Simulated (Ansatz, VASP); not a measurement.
ZnCu in VASP and in Ansatz

File POSCAR:

```
ZnCu
1.0
    2.9450000000      0.0000000000      0.0000000000
    0.0000000000      2.9450000000      0.0000000000
    0.0000000000      0.0000000000      2.9450000000
Zn Cu
1 1
Direct
    0.5000000000      0.5000000000      0.5000000000
    0.0000000000      0.0000000000      0.0000000000
```

The input INCAR.step1:

```
PREC     = Accurate       # precision mode
ENCUT    = 600            # plane-wave cutoff, eV
ISMEAR   = -1             # smearing method
SIGMA    = 0.1            # smearing width, eV
LREAL    = F              # projectors in reciprocal space
LASPH    = T              # aspherical terms in the spheres
NELM     = 60             # most SCF steps
GGA      = PE             # functional
ALGO     = Normal         # electronic algorithm
EDIFF    = 1E-4           # SCF threshold, eV
LWAVE    = T              # write WAVECAR
LCHARG   = F              # write CHGCAR
```

The input INCAR.step2:

```
PREC     = Accurate       # precision mode
ENCUT    = 600            # plane-wave cutoff, eV
EDIFF    = 1E-6           # SCF threshold, eV
ISMEAR   = -1             # smearing method
SIGMA    = 0.1            # smearing width, eV
LREAL    = F              # projectors in reciprocal space
LASPH    = T              # aspherical terms in the spheres
NELM     = 60             # most SCF steps
ALGO     = Normal         # electronic algorithm
ISIF     = 3              # what is computed and relaxed
LWAVE    = F              # write WAVECAR
LCHARG   = F              # write CHGCAR
METAGGA  = R2SCAN         # meta-GGA
LMIXTAU  = T            
IBRION   = 2              # ionic algorithm
NSW      = 80             # ionic steps
EDIFFG   = -0.01          # ionic threshold
ISTART   = 1
```

Contents of KPOINTS:

```
Automatic mesh
0
Gamma
  11 11 11
```

Input for Ansatz:

```yaml
crystal:
  lattice:
    - [2.945, 0.0, 0.0]
    - [0.0, 2.945, 0.0]
    - [0.0, 0.0, 2.945]
  atoms:
    - { symbol: Zn, position: [0.5, 0.5, 0.5] }
    - { symbol: Cu, position: [0.0, 0.0, 0.0] }
  symmetry: { tolerance: 0.0003 }
hamiltonian:
  xc: r2scan
  pseudopotentials: { kind: paw, azcp: { folder: soft_1 } }
basis:
  ecutwfc: 500
magnetization:
  spin_polarized: false
scf:
  occupations: { method: fermi_dirac, width: 0.1 }
kpoints:
  mp_grid: { grid: [11, 11, 11], shift: [0, 0, 0] }
output:
  forces: true
  stress: true
  eigenvalues: true
relax:
  max_steps: 60
  cell: {}
```

Alike in both runs: task relaxation of cell and atoms; functional r2SCAN; k mesh 11 × 11 × 11; occupations fermi-dirac, width 0.1 eV; no spin polarisation.

```csv
,VASP,Ansatz
version,VASP 6.6.1,Ansatz 0.2.0
potentials or method,"VASP PAW PBE potentials, release 64 (Zn, Cu), cutoff 600 eV",PAW plane waves
valence electrons in the cell,23,31
```

```tsv
	VASP	Ansatz	Ansatz less VASP
gap on the k mesh at the Fermi level, each at its own relaxed structure (eV)	none	none	-
relaxed volume (Å³/atom)	12.48	12.44	-0.042
relaxed cell length with the largest relative difference (Å)	2.923	2.919	-0.0033
```

VASP's potentials were made for PBE, not for r2SCAN. A gap of «none» marks a metal or a gap that the smearing closes. VASP's potentials hold 23 valence electrons a cell and Ansatz's 31, so a difference there can come from the potentials and not from the codes.
